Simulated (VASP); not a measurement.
# LiH (rock salt type) in VASP: a series of runs

LiH (rock salt type) is run at these levels: PBE, HSE06; tasks: single point.

All numbers are computed with VASP 6.6.1; they aren't measurements. Logs are shortened: lines on timing, memory, paths and dates and some standing lists are left out, and cuts for length are marked.

## 1. The cell of the first run

The structure is tetragonal, space group I4mm (No. 107). The conventional cell has a = 2.843 Å, b = 2.843 Å, c = 4.020 Å, α = 90.00°, β = 90.00°, γ = 90.00°. Within 2.6 Å of Li (site symmetry 4mm) lie 6 H at 1.99 to 2.03 Å. Within 2.6 Å of H (site symmetry 4mm) lie 6 Li at 1.99 to 2.03 Å.

## 2. Single point, PBE

Input file INCAR:

```
SYSTEM = LiH
PREC = Accurate
ENCUT = 520
EDIFF = 1E-6
ISMEAR = -1
SIGMA = 0.1
LREAL = .FALSE.
LASPH = .TRUE.
NELM = 100
ALGO = Normal
ISIF = 2
LWAVE = .FALSE.
LCHARG = .FALSE.
GGA = PE
NBANDS = 9
```

Input file KPOINTS:

```
regular mesh
0
G
  8 8 8
  0 0 0
```

Input file POSCAR:

```
LiH
1.0
    0.0000000000      2.0100000000      2.0100000000
    2.0100000000      0.0000000000      2.0100000000
    2.0100000000      2.0100000000      0.0000000000
Li H
1 1
Direct
   -0.0049751244      0.0049751244      0.0049751244
    0.5000000000      0.5000000000      0.5000000000
```

Potentials or basis: VASP PAW PBE potentials, release 64 (Li_sv, H).

On the command line:

```bash
cat potpaw_PBE.64/Li_sv/POTCAR potpaw_PBE.64/H/POTCAR > POTCAR
mpirun -np 1 vasp_std > vasp.out
```

OUTCAR:

```text
SYSTEM = LiH
   PREC = Accurate
   ENCUT = 520
   EDIFF = 1E-6
   ISMEAR = -1
   LREAL = .FALSE.
   LASPH = .TRUE.
   NELM = 100
   ISIF = 2
   GGA = PE

 ion  position               nearest neighbor table
   1  0.995  0.005  0.005-
   2  0.500  0.500  0.500-

  LATTYP: Found a face centered cubic cell.
 ALAT       =     4.0200000000

  Lattice vectors:

 A1 = (   0.0000000000,   2.0100000000,   2.0100000000)
 A2 = (   2.0100000000,   0.0000000000,   2.0100000000)
 A3 = (   2.0100000000,   2.0100000000,   0.0000000000)

Analysis of symmetry for initial positions (statically):
=====================================================================
 Subroutine PRICEL returns:
 Original cell was already a primitive cell.

 Routine SETGRP: Setting up the symmetry group for a
 face centered cubic supercell.

 Subroutine GETGRP returns: Found  8 space group operations
 (whereof  8 operations were pure point group operations)
 out of a pool of 48 trial point group operations.

The static configuration has the point symmetry C_4v.

Analysis of symmetry for dynamics (positions and initial velocities):
=====================================================================
 Subroutine PRICEL returns:
 Original cell was already a primitive cell.

 Routine SETGRP: Setting up the symmetry group for a
 face centered cubic supercell.

 Subroutine GETGRP returns: Found  8 space group operations
 (whereof  8 operations were pure point group operations)
 out of a pool of 48 trial point group operations.

The dynamic configuration has the point symmetry C_4v.

 Subroutine INISYM returns: Found  8 space group operations
 (whereof  8 operations are pure point group operations),
 and found     1 'primitive' translations

----------------------------------------------------------------------------------------

                                     Primitive cell

  volume of cell :      16.2412

  direct lattice vectors                    reciprocal lattice vectors
     0.000000000  2.010000000  2.010000000    -0.248756219  0.248756219  0.248756219
     2.010000000  0.000000000  2.010000000     0.248756219 -0.248756219  0.248756219
     2.010000000  2.010000000  0.000000000     0.248756219  0.248756219 -0.248756219

  length of vectors
     2.842569260  2.842569260  2.842569260     0.430858410  0.430858410  0.430858410

  position of ions in fractional coordinates (direct lattice)
     0.995024876  0.004975124  0.004975124
     0.500000000  0.500000000  0.500000000

  ion indices of the primitive-cell ions
   primitive index   ion index
                 1           1
                 2           2

----------------------------------------------------------------------------------------

 KPOINTS: regular mesh

Automatic generation of k-mesh.
 Grid dimensions read from file:
 generate k-points for:    8    8    8

 Generating k-lattice:

  Cartesian coordinates                     Fractional coordinates (reciprocal lattice)
    -0.031094527  0.031094527  0.031094527     0.125000000  0.000000000  0.000000000
     0.031094527 -0.031094527  0.031094527     0.000000000  0.125000000  0.000000000
     0.031094527  0.031094527 -0.031094527     0.000000000  0.000000000  0.125000000

  Length of vectors
     0.053857301  0.053857301  0.053857301

  Shift w.r.t. Gamma in fractional coordinates (k-lattice)
     0.000000000  0.000000000  0.000000000

 Subroutine IBZKPT returns following result:
 ===========================================

 Found     59 irreducible k-points:

 Following reciprocal coordinates:
            Coordinates               Weight
  0.000000  0.000000  0.000000      1.000000
  0.125000  0.000000  0.000000      8.000000
  0.250000  0.000000  0.000000      8.000000
  0.375000  0.000000  0.000000      8.000000
  0.500000  0.000000  0.000000      4.000000
  0.125000  0.125000  0.000000      4.000000
[... 16 lines left out ...]
  0.000000  0.375000  0.250000      8.000000
  0.500000  0.250000  0.000000     16.000000
 [... further k-points ...]
   k-points           NKPTS =     59   k-points in BZ     NKDIM =     59   number of bands    NBANDS=      9
   number of dos      NEDOS =    301   number of ions     NIONS =      2
   total plane-waves  NPLWV =  13824
   dimension x,y,z NGX =    24 NGY =   24 NGZ =   24
   dimension x,y,z NGXF=    48 NGYF=   48 NGZF=   48
   ions per type =               1   1
   NGX,Y,Z   is equivalent  to a cutoff of  14.04, 14.04, 14.04 a.u.
   NGXF,Y,Z  is equivalent  to a cutoff of  28.07, 28.07, 28.07 a.u.
 SYSTEM =  LiH
   PREC   = accura    normal or accurate (medium, high low for compatibility)
   ISTART =      0    job   : 0-new  1-cont  2-samecut
   ICHARG =      2    charge: 1-file 2-atom 10-const
   ISPIN  =      1    spin polarized calculation?
   LNONCOLLINEAR =      F non collinear calculations
   LSORBIT =      F    spin-orbit coupling
   LASPH  =      T    aspherical Exc in radial PAW
   ENCUT  =  520.0 eV  38.22 Ry    6.18 a.u.   5.29  5.29  5.29*2*pi/ulx,y,z
   NELM   =    100;   NELMIN=  2; NELMDL= -5     # of ELM steps
   EDIFF  = 0.1E-05   stopping-criterion for ELM
   LREAL  =      F    real-space projection
   EDIFFG = 0.1E-04   stopping-criterion for IOM
   NSW    =      0    number of steps for IOM
   IBRION =     -1    ionic relax: 0-MD 1-quasi-New 2-CG
   NFREE  =      0    steps in history (QN), initial steepest desc. (CG)
   ISIF   =      2    stress and relaxation
   ISYM   =      2    0-nonsym 1-usesym 2-fastsym
   POTIM  = 0.5000    time-step for ionic-motion
   TEBEG  =    0.0;   TEEND  =   0.0 temperature during run
   PSTRESS=    0.0 pullay stress
   NELECT =       4.0000    total number of electrons
   NUPDOWN=      -1.0000    fix difference up-down
   EMIN   =  10.00;   EMAX   =-10.00  energy-range for DOS
   EFERMI =   0.00;   METHOD = LEGACY
   ISMEAR =    -1;   SIGMA  =   0.10  broadening in eV -4-tet -1-fermi 0-gaus
   EFERMI_NEDOS =   21; number of points for ismear=-14 and -15
   IALGO  =     38    algorithm
   IMIX   =      4    mixing-type and parameters
     AMIX     =   0.40;   BMIX     =  1.00
     AMIX_MAG =   1.60;   BMIX_MAG =  1.00
  volume/ion in A,a.u.               =       8.12        54.80
  Fermi-wavevector in a.u.,A,eV,Ry     =   1.026177  1.939193 14.327457  1.053038
  Thomas-Fermi vector in A             =   2.160056
   LORBIT       =      0    0 simple, 1 ext, 2 COOP (PROOUT), +10 PAW based schemes
   GGA     = PE    functional components
   LHFCALC =     F    Hartree Fock is set to
   AEXX    =    0.0000 exact exchange contribution
   IVDW    =     0    specifies the selected vdW correction
   LEPSILON=     F    determine dielectric tensor
   LRPA    =     F    only Hartree local field effects (RPA)
 non-spin polarized calculation
  energy-cutoff  :      520.00
  volume of cell :       16.24
 maximum number of plane-waves:       445
 NGX is ok and might be reduce to    24
   NGX = 11   NGY = 11   NGZ = 11

 number of electron       3.9999999 magnetization

 Free energy of the ion-electron system (eV)
  ---------------------------------------------------
  ext. energy  EPLUGINS =         0.00000000
  ---------------------------------------------------
  free energy    TOTEN  =        -6.12660612 eV

  energy without entropy =       -6.12660610  energy(sigma->0) =       -6.12660611

 E-fermi :   1.5892     XC(G=0):  -8.4838

 val. band max:        0.0515832242   @ k =   0.5000   0.5000   0.0000
 cond. band min:       3.0369941461   @ k =   0.5000   0.5000   0.0000
 fundamental gap:      2.9854109219
 Fermi energy:         1.5891765637

 k-point     1 :       0.0000    0.0000    0.0000
  band No.  band energies     occupation
      1     -44.2474      2.00000
      2      -5.3488      2.00000
      3      16.0280      0.00000
      4      17.8559      0.00000
      5      17.8559      0.00000
      6      17.8664      0.00000
      7      22.5534      0.00000
      8      22.5534      0.00000
      9      22.5554      0.00000

 k-point     2 :       0.1250    0.0000    0.0000
  band No.  band energies     occupation
      1     -44.2410      2.00000
      2      -5.0743      2.00000
      3      13.8404      0.00000
      4      16.5172      0.00000
      5      17.3085      0.00000
      6      17.3164      0.00000
      7      22.0946      0.00000
      8      23.7296      0.00000
      9      23.7313      0.00000

 k-point     3 :       0.2500    0.0000    0.0000
  band No.  band energies     occupation
      1     -44.2252      2.00000
      2      -4.2881      2.00000
      3       9.7299      0.00000
      4      15.0315      0.00000
      5      16.6172      0.00000
      6      16.6196      0.00000
      7      22.1058      0.00000
      8      22.1064      0.00000
      9      23.5297      0.00000

 k-point     4 :       0.3750    0.0000    0.0000
  band No.  band energies     occupation
      1     -44.2093      2.00000
      2      -3.1943      2.00000
      3       6.3720      0.00000
      4      14.0040      0.00000
      5      16.4036      0.00000
      6      16.4037      0.00000
      7      19.9316      0.00000
      8      19.9327      0.00000
      9      25.7258      0.00000
[... 205 lines left out ...]
 k-point    22 :       0.3750    0.2500    0.0000
  band No.  band energies     occupation
      1     -44.2055      2.00000
      2      -2.8164      2.00000
      3       7.8034      0.00000
      4      10.7543      0.00000
      5      12.3524      0.00000
      6      16.7371      0.00000
      7      18.1810      0.00000
      8      27.5171      0.00000
      9      28.3664      0.00000

 k-point    23 :       0.0000    0.3750    0.2500
  band No.  band energies     occupation
      1     -44.2055      2.00000
      2      -2.8169      2.00000
      3       7.8059      0.00000
      4      10.7543      0.00000
      5      12.3517      0.00000
      6      16.7355      0.00000
      7      18.1796      0.00000
      8      27.5252      0.00000
      9      28.3604      0.00000

 k-point    24 :       0.5000    0.2500    0.0000
  band No.  band energies     occupation
      1     -44.1959      2.00000
      2      -1.6624      2.00000
      3       5.4781      0.00000
      4       8.9452      0.00000
      5      12.5020      0.00000
      6      16.2465      0.00000
      7      21.4871      0.00000
      8      26.2481      0.00000
      9      28.0631      0.00000

 [... further k-points ...]

------------------------ aborting loop because EDIFF is reached ----------------------------------------

  FORCE on cell =-STRESS in cart. coord.  units (eV):
  Direction    XX          YY          ZZ          XY          YZ          ZX
  --------------------------------------------------------------------------------------
  -------------------------------------------------------------------------------------
  Total       -0.0564184     -0.0601828     -0.0601828      0.0000000     -0.0000000      0.0000000
  in kB       -5.5656199     -5.9369668     -5.9369668      0.0000000     -0.0000000      0.0000000
  external PRESSURE =      -5.8131845 kB  Pullay stress =       0.0000000 kB

 VOLUME and BASIS-vectors are now :
 -----------------------------------------------------------------------------
  energy-cutoff  :      520.00
  volume of cell :       16.24
      direct lattice vectors                 reciprocal lattice vectors
     0.000000000  2.010000000  2.010000000    -0.248756219  0.248756219  0.248756219
     2.010000000  0.000000000  2.010000000     0.248756219 -0.248756219  0.248756219
     2.010000000  2.010000000  0.000000000     0.248756219  0.248756219 -0.248756219

 POSITION                                       TOTAL-FORCE (eV/Angst)
 -----------------------------------------------------------------------------------
      0.02000      2.01000      2.01000        -0.021195      0.000000      0.000000
      2.01000      2.01000      2.01000         0.021195      0.000000      0.000000
 -----------------------------------------------------------------------------------
    total drift:                                0.000361     -0.000000     -0.000001

  FREE ENERGIE OF THE ION-ELECTRON SYSTEM (eV)
  ---------------------------------------------------
  free  energy   TOTEN  =        -6.1266061193 eV

  energy  without entropy=       -6.1266060994  energy(sigma->0) =       -6.12660611
```

Run time: 7.4 s. Hardware: 1 thread of Intel Xeon Platinum 8375C at 2.90GHz (Ice Lake), shared host; peak memory 0.13 GiB.

Results:

| Quantity | Value |
| --- | --- |
| Free energy | -6.1266 eV |
| Largest force | 0.021 eV/Å |
| Band gap on the k mesh | 2.99 eV |

Forces on the atoms (eV/Å):
```
Li  -0.021  0.000  0.000
H    0.021  0.000  0.000
```

Levels at points of the mesh, in eV from the valence-band top:
| k point | band 1 | band 2 | band 3 | band 4 | band 5 | band 6 |
| --- | --- | --- | --- | --- | --- | --- |
| (0.00, 0.00, 0.00) | -44.30 | -5.40 | 15.98 | 17.80 | 17.80 | 17.81 |
| (0.50, 0.00, 0.00) | -44.25 | -2.60 | 4.90 | 13.59 | 16.42 | 16.42 |
| (0.50, 0.50, 0.00) | -44.24 | 0.00 | 2.99 | 10.77 | 10.77 | 13.92 |
| (0.00, 0.50, 0.50) | -44.24 | 0.00 | 2.99 | 10.77 | 10.77 | 13.93 |

Caveat: the cutoff is under 1.25 times the usual one of these potentials, so pressure, stress and relaxed cells hold a basis-set (Pulay) error. A k mesh can miss the band edges.

(Part 1 of 2 ends here.)
